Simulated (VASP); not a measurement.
YMg2O2, 5 atoms in the cell. Symmetry: I4/mmm, No. 139, tetragonal system. Conventional cell: a = 5.442 Å, b = 5.442 Å, c = 5.182 Å, α = 90.00°, β = 90.00°, γ = 90.00°. Y (site symmetry 4/mmm) has 2 O at 1.93 Å within 2.6 Å. Within 3.4 Å of Mg (site symmetry mmm) lie 2 Mg at 2.59 Å and 2 Y at 2.72 Å and 8 O at 2.80 to 3.34 Å. O (site symmetry 4mm) has 1 O at 1.32 Å within 1.8 Å. 

| Property | Result |
| --- | --- |
| Program | VASP 6.6.1 |
| Task | single point |
| Functional | PBE |
| Potentials or basis | VASP PAW PBE potentials, release 64 (Y_sv, Mg, O) |
| Cutoff | 520 eV |
| k mesh | 4 × 4 × 4 |
| Occupations | gaussian, width 0.1 eV |
| Spin | collinear spin, ferromagnetic start |
| Starting moments | [0.0, 0.0, 0.0, 1.0, 1.0] μB |
| Dipole correction | no |
| Further INCAR settings | ALGO = Normal; EDIFF = 1e-06; NBANDS = 26 |

Potentials or basis: VASP PAW PBE potentials, release 64 (Y_sv, Mg, O).

The run is started by

```bash
$ cat potpaw_PBE.64/Y_sv/POTCAR potpaw_PBE.64/Mg/POTCAR potpaw_PBE.64/O/POTCAR > POTCAR
$ mpirun -np 1 vasp_std > vasp.out
```

Hardware: 1 thread of Intel(R) Xeon(R) Platinum 8488C (Sapphire Rapids), with other jobs on the host.

Problem. Estimate the wall time of this run.

Solution. It took 52 s on 1 thread of Intel(R) Xeon(R) Platinum 8488C (Sapphire Rapids), on a shared host, peak memory 0.27 GiB. Counts: scf iterations 15, k points 13.
